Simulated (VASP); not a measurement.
# SiO2 (I-42d) in VASP: further runs

The runs below take SiO2 through single point, relaxation of cell and atoms, with LDA.

All numbers are computed with VASP 6.6.1; they aren't measurements. Logs are shortened: lines on timing, memory, paths and dates and some standing lists are left out, and cuts for length are marked.

### Step 1. The cell of the first run

Symmetry: I-42d, No. 122, tetragonal system. The conventional cell has a = 4.925 Å, b = 4.925 Å, c = 7.287 Å, α = 90.00°, β = 90.00°, γ = 90.00°. Within 2.1 Å of Si (site symmetry -4) lie 4 O at 1.61 Å. Within 2.1 Å of O (site symmetry 2) lie 2 Si at 1.61 Å.

### Step 2. Single point, LDA

INCAR reads:

```
ALGO = Normal ; EDIFF = 1E-7
ENCUT = 520 ; ISIF = 2
ISMEAR = 0 ; LASPH = True
LCHARG = True ; LELF = True
LREAL = False ; LVHAR = True
LWAVE = False ; NBANDS = 25
NELM = 100 ; PREC = Accurate
SIGMA = 0.05
```

KPOINTS reads:

```
k-points
0
Gamma
  6 6 6
```

POSCAR reads:

```
SiO2
1.0
   -2.4624994460      2.4624994460      3.6436693974
    2.4624994460     -2.4624994460      3.6436693974
    2.4624994460      2.4624994460     -3.6436693974
Si O
2 4
Direct
    0.0000000000      0.0000000000      0.0000000000
    0.7500000000      0.2500000000      0.5000000000
    0.9742770065      0.6250000000      0.8492770065
    0.3750000000      0.2242770065      0.3492770065
    0.7757229935      0.1250000000      0.1507229935
    0.8750000000      0.0257229935      0.6507229935
```

Potentials or basis: VASP PAW LDA potentials, release 64 (Si, O).

Started as:

```sh
cat potpaw_LDA.64/Si/POTCAR potpaw_LDA.64/O/POTCAR > POTCAR
mpirun -np 1 vasp_std > vasp.out
```

OUTCAR:

```text
EDIFF = 1E-7
   ENCUT = 520
   ISIF = 2
   ISMEAR = 0
   LASPH = True
   LREAL = False
   NELM = 100
   PREC = Accurate

 ion  position               nearest neighbor table
   1  0.000  0.000  0.000-   6 1.61   4 1.61   5 1.61   3 1.61   2 3.06   2 3.06   2 3.06   2 3.06

   2  0.750  0.250  0.500-   5 1.61   4 1.61   3 1.61   6 1.61   1 3.06   1 3.06   1 3.06   1 3.06

   3  0.974  0.625  0.849-   1 1.61   2 1.61
   4  0.375  0.224  0.349-   1 1.61   2 1.61
   5  0.776  0.125  0.151-   2 1.61   1 1.61
   6  0.875  0.026  0.651-   1 1.61   2 1.61

  LATTYP: Found a body centered tetragonal cell.
 ALAT       =     4.9249988920
 C/A-ratio  =     1.4796630323

  Lattice vectors:

 A1 = (  -2.4624994460,   2.4624994460,   3.6436693974)
 A2 = (   2.4624994460,  -2.4624994460,   3.6436693974)
 A3 = (   2.4624994460,   2.4624994460,  -3.6436693974)

Analysis of symmetry for initial positions (statically):
=====================================================================
 Subroutine PRICEL returns:
 Original cell was already a primitive cell.

 Routine SETGRP: Setting up the symmetry group for a
 body centered tetragonal supercell.

 Subroutine GETGRP returns: Found  8 space group operations
 (whereof  4 operations were pure point group operations)
 out of a pool of 16 trial point group operations.

The static configuration has the point symmetry S_4 .
 The point group associated with its full space group is D_2d.

Analysis of symmetry for dynamics (positions and initial velocities):
=====================================================================
 Subroutine PRICEL returns:
 Original cell was already a primitive cell.

 Routine SETGRP: Setting up the symmetry group for a
 body centered tetragonal supercell.

 Subroutine GETGRP returns: Found  8 space group operations
 (whereof  4 operations were pure point group operations)
 out of a pool of 16 trial point group operations.

The dynamic configuration has the point symmetry S_4 .
 The point group associated with its full space group is D_2d.

 Subroutine INISYM returns: Found  8 space group operations
 (whereof  4 operations are pure point group operations),
 and found     1 'primitive' translations

----------------------------------------------------------------------------------------

                                     Primitive cell

  volume of cell :      88.3794

  direct lattice vectors                    reciprocal lattice vectors
    -2.462499446  2.462499446  3.643669397     0.000000000  0.203045731  0.137224305
     2.462499446 -2.462499446  3.643669397     0.203045731  0.000000000  0.137224305
     2.462499446  2.462499446 -3.643669397     0.203045731  0.203045731  0.000000000

  length of vectors
     5.040251355  5.040251355  5.040251355     0.245067498  0.245067498  0.287150027

  position of ions in fractional coordinates (direct lattice)
     0.000000000  0.000000000  0.000000000
     0.750000000  0.250000000  0.500000000
     0.974277007  0.625000000  0.849277007
     0.375000000  0.224277007  0.349277007
     0.775722993  0.125000000  0.150722993
     0.875000000  0.025722993  0.650722993

  ion indices of the primitive-cell ions
   primitive index   ion index
                 1           1
                 2           2
                 3           3
                 4           4
                 5           5
                 6           6

----------------------------------------------------------------------------------------

 KPOINTS: k-points

Automatic generation of k-mesh.
 Grid dimensions read from file:
 generate k-points for:    6    6    6

 Generating k-lattice:

  Cartesian coordinates                     Fractional coordinates (reciprocal lattice)
     0.000000000  0.033840955  0.022870717     0.166666667  0.000000000  0.000000000
     0.033840955  0.000000000  0.022870717     0.000000000  0.166666667  0.000000000
     0.033840955  0.033840955  0.000000000     0.000000000  0.000000000  0.166666667

  Length of vectors
     0.040844583  0.040844583  0.047858338

  Shift w.r.t. Gamma in fractional coordinates (k-lattice)
     0.000000000  0.000000000  0.000000000

 Subroutine IBZKPT returns following result:
 ===========================================

 Found     30 irreducible k-points:

 Following reciprocal coordinates:
            Coordinates               Weight
  0.000000  0.000000  0.000000      1.000000
  0.166667  0.000000 -0.000000      8.000000
  0.333333  0.000000  0.000000      8.000000
  0.500000  0.000000  0.000000      4.000000
  0.166667  0.166667 -0.000000      8.000000
  0.333333  0.166667  0.000000     16.000000
[... 16 lines left out ...]
 -0.333333 -0.333333  0.166667      8.000000
 -0.166667 -0.333333  0.166667      8.000000
 [... further k-points ...]
   k-points           NKPTS =     30   k-points in BZ     NKDIM =     30   number of bands    NBANDS=     25
   number of dos      NEDOS =    301   number of ions     NIONS =      6
   total plane-waves  NPLWV =  64000
   dimension x,y,z NGX =    40 NGY =   40 NGZ =   40
   dimension x,y,z NGXF=    80 NGYF=   80 NGZF=   80
   ions per type =               2   4
   NGX,Y,Z   is equivalent  to a cutoff of  13.19, 13.19, 13.19 a.u.
   NGXF,Y,Z  is equivalent  to a cutoff of  26.39, 26.39, 26.39 a.u.
 SYSTEM =  unknown system
   PREC   = accura    normal or accurate (medium, high low for compatibility)
   ISTART =      0    job   : 0-new  1-cont  2-samecut
   ICHARG =      2    charge: 1-file 2-atom 10-const
   ISPIN  =      1    spin polarized calculation?
   LNONCOLLINEAR =      F non collinear calculations
   LSORBIT =      F    spin-orbit coupling
   LASPH  =      T    aspherical Exc in radial PAW
   ENCUT  =  520.0 eV  38.22 Ry    6.18 a.u.   9.37  9.37  9.37*2*pi/ulx,y,z
   NELM   =    100;   NELMIN=  2; NELMDL= -5     # of ELM steps
   EDIFF  = 0.1E-06   stopping-criterion for ELM
   LREAL  =      F    real-space projection
   EDIFFG = 0.1E-05   stopping-criterion for IOM
   NSW    =      0    number of steps for IOM
   IBRION =     -1    ionic relax: 0-MD 1-quasi-New 2-CG
   NFREE  =      0    steps in history (QN), initial steepest desc. (CG)
   ISIF   =      2    stress and relaxation
   ISYM   =      2    0-nonsym 1-usesym 2-fastsym
   POTIM  = 0.5000    time-step for ionic-motion
   TEBEG  =    0.0;   TEEND  =   0.0 temperature during run
   PSTRESS=    0.0 pullay stress
   NELECT =      32.0000    total number of electrons
   NUPDOWN=      -1.0000    fix difference up-down
   EMIN   =  10.00;   EMAX   =-10.00  energy-range for DOS
   EFERMI =   0.00;   METHOD = LEGACY
   ISMEAR =     0;   SIGMA  =   0.05  broadening in eV -4-tet -1-fermi 0-gaus
   EFERMI_NEDOS =   21; number of points for ismear=-14 and -15
   IALGO  =     38    algorithm
   IMIX   =      4    mixing-type and parameters
     AMIX     =   0.40;   BMIX     =  1.00
     AMIX_MAG =   1.60;   BMIX_MAG =  1.00
  volume/ion in A,a.u.               =      14.73        99.40
  Fermi-wavevector in a.u.,A,eV,Ry     =   1.166830  2.204990 18.524240  1.361493
  Thomas-Fermi vector in A             =   2.303339
   LORBIT       =      0    0 simple, 1 ext, 2 COOP (PROOUT), +10 PAW based schemes
   GGA     = CA    functional components
   LHFCALC =     F    Hartree Fock is set to
   AEXX    =    0.0000 exact exchange contribution
   IVDW    =     0    specifies the selected vdW correction
   LEPSILON=     F    determine dielectric tensor
   LRPA    =     F    only Hartree local field effects (RPA)
 non-spin polarized calculation
 Gauss-broadening in eV      SIGMA  =   0.05
  energy-cutoff  :      520.00
  volume of cell :       88.38
 maximum number of plane-waves:      2401
 NGX is ok and might be reduce to    40
   NGX = 19   NGY = 19   NGZ = 19

 number of electron      32.0000010 magnetization

 Free energy of the ion-electron system (eV)
  ---------------------------------------------------
  ext. energy  EPLUGINS =         0.00000000
  ---------------------------------------------------
  free energy    TOTEN  =       -51.87606798 eV

  energy without entropy =      -51.87606798  energy(sigma->0) =      -51.87606798

 E-fermi :  -0.3608     XC(G=0):  -8.8101

 val. band max:       -0.5935415169   @ k =   0.0000   0.0000   0.0000
 cond. band min:       5.1705738645   @ k =   0.0000   0.0000   0.0000
 fundamental gap:      5.7641153813
 Fermi energy:        -0.3607712677

 k-point     1 :       0.0000    0.0000    0.0000
  band No.  band energies     occupation
      1     -19.6094      2.00000
      2     -17.4233      2.00000
      3     -17.4233      2.00000
      4     -17.3611      2.00000
      5      -9.8580      2.00000
      6      -6.1835      2.00000
[... 17 lines left out ...]
     24      12.1899      0.00000
     25      12.8701      0.00000

 k-point     2 :       0.1667    0.0000   -0.0000
  band No.  band energies     occupation
      1     -19.5232      2.00000
      2     -17.5593      2.00000
      3     -17.4289      2.00000
      4     -17.3831      2.00000
      5      -9.6384      2.00000
      6      -6.2447      2.00000
[... 17 lines left out ...]
     24      12.2134      0.00000
     25      12.6937      0.00000

 k-point     3 :       0.3333    0.0000    0.0000
  band No.  band energies     occupation
      1     -19.3044      2.00000
      2     -17.9011      2.00000
      3     -17.4384      2.00000
      4     -17.3982      2.00000
      5      -9.1433      2.00000
      6      -6.4663      2.00000
[... 17 lines left out ...]
     24      12.0437      0.00000
     25      12.9568      0.00000

 k-point     4 :       0.5000    0.0000    0.0000
  band No.  band energies     occupation
      1     -19.1480      2.00000
      2     -18.1172      2.00000
      3     -17.4421      2.00000
      4     -17.4056      2.00000
      5      -8.8463      2.00000
      6      -6.6293      2.00000
[... 17 lines left out ...]
     24      12.5009      0.00000
     25      12.6942      0.00000

 k-point     5 :       0.1667    0.1667   -0.0000
  band No.  band energies     occupation
      1     -19.3878      2.00000
      2     -17.7662      2.00000
      3     -17.4400      2.00000
      4     -17.4016      2.00000
      5      -9.3089      2.00000
      6      -6.4235      2.00000
[... 17 lines left out ...]
     24      12.3579      0.00000
     25      12.8236      0.00000

 k-point     6 :       0.3333    0.1667    0.0000
  band No.  band energies     occupation
      1     -19.1529      2.00000
      2     -18.0995      2.00000
      3     -17.4490      2.00000
      4     -17.4127      2.00000
      5      -8.8155      2.00000
      6      -6.7598      2.00000
[... 17 lines left out ...]
     24      12.4703      0.00000
     25      12.9302      0.00000
[... 393 lines left out ...]
 k-point    21 :      -0.3333    0.5000    0.1667
  band No.  band energies     occupation
      1     -18.9083      2.00000
      2     -18.3859      2.00000
      3     -17.4566      2.00000
      4     -17.4374      2.00000
      5      -8.2874      2.00000
      6      -7.2296      2.00000
[... 17 lines left out ...]
     24      12.3220      0.00000
     25      12.8203      0.00000

 k-point    22 :      -0.1667    0.5000    0.1667
  band No.  band energies     occupation
      1     -19.0865      2.00000
      2     -18.1799      2.00000
      3     -17.4489      2.00000
      4     -17.4268      2.00000
      5      -8.6662      2.00000
      6      -6.7944      2.00000
[... 17 lines left out ...]
     24      12.5995      0.00000
     25      12.8534      0.00000

 k-point    23 :      -0.3333   -0.3333    0.1667
  band No.  band energies     occupation
      1     -19.0908      2.00000
      2     -18.1628      2.00000
      3     -17.4554      2.00000
      4     -17.4371      2.00000
      5      -8.6209      2.00000
      6      -6.8586      2.00000
[... 17 lines left out ...]
     24      12.5172      0.00000
     25      13.0295      0.00000

 k-point    24 :      -0.1667   -0.3333    0.1667
  band No.  band energies     occupation
      1     -19.3069      2.00000
      2     -17.8710      2.00000
      3     -17.4425      2.00000
      4     -17.4297      2.00000
      5      -9.0960      2.00000
      6      -6.4479      2.00000
[... 17 lines left out ...]
     24      12.3532      0.00000
     25      12.8711      0.00000

 [... further k-points ...]
[... 5 lines left out ...]
  --------------------------------------------------------------------------------------
  -------------------------------------------------------------------------------------
  Total        0.3063333      0.3063333      0.3078349      0.0000000      0.0000000      0.0000000
  in kB        5.5533317      5.5533317      5.5805532      0.0000000      0.0000000      0.0000000
  external PRESSURE =       5.5624055 kB  Pullay stress =       0.0000000 kB

 VOLUME and BASIS-vectors are now :
 -----------------------------------------------------------------------------
  energy-cutoff  :      520.00
  volume of cell :       88.38
      direct lattice vectors                 reciprocal lattice vectors
    -2.462499446  2.462499446  3.643669397     0.000000000  0.203045731  0.137224305
     2.462499446 -2.462499446  3.643669397     0.203045731  0.000000000  0.137224305
     2.462499446  2.462499446 -3.643669397     0.203045731  0.203045731  0.000000000

 POSITION                                       TOTAL-FORCE (eV/Angst)
 -----------------------------------------------------------------------------------
      0.00000      0.00000      0.00000        -0.000000      0.000000     -0.000000
      0.00000      2.46250      1.82183         0.000000      0.000000      0.000000
      1.23125      2.95144      2.73275         0.000000      0.027311      0.000000
      0.48894      1.23125      0.91092         0.027311      0.000000      0.000000
     -1.23125      1.97356      2.73275         0.000000     -0.027311     -0.000000
     -0.48894      3.69375      0.91092        -0.027311      0.000000     -0.000000
 -----------------------------------------------------------------------------------
    total drift:                                0.000001      0.000001      0.000000

  FREE ENERGIE OF THE ION-ELECTRON SYSTEM (eV)
  ---------------------------------------------------
  free  energy   TOTEN  =       -51.8760679840 eV

  energy  without entropy=      -51.8760679840  energy(sigma->0) =      -51.87606798
```

It took 46 s on 1 thread of Intel Xeon 6975P-C (Granite Rapids), shared host; peak memory 0.21 GiB.

Results:

* Free energy: -51.8761 eV
* Pressure: 0.6 GPa
* Largest force: 0.027 eV/Å
* Band gap on the k mesh: 5.76 eV, direct

Forces in eV/Å, atoms in the order of the input:
```
Si   0.000  0.000  0.000
Si   0.000  0.000  0.000
O    0.000  0.027  0.000
O    0.027  0.000  0.000
O    0.000 -0.027  0.000
O   -0.027  0.000  0.000
```

Levels at points of the mesh, in eV from the valence-band top:
```csv
k point,band 14,band 15,band 16,band 17,band 18,band 19
"(0.00, 0.00, 0.00)",-0.70,0.00,0.00,5.76,8.60,10.57
"(0.50, 0.00, 0.00)",-0.79,-0.48,-0.15,8.16,8.74,9.50
"(0.50, 0.50, 0.00)",-0.99,-0.33,-0.33,8.97,8.97,10.09
"(0.50, 0.50, 0.50)",-1.50,-0.32,-0.32,8.73,8.73,10.03
```

A k mesh can miss the band edges. A hybrid or GW would open this gap; LDA tends to underestimate it.

(Continued in part 2 of 2.)
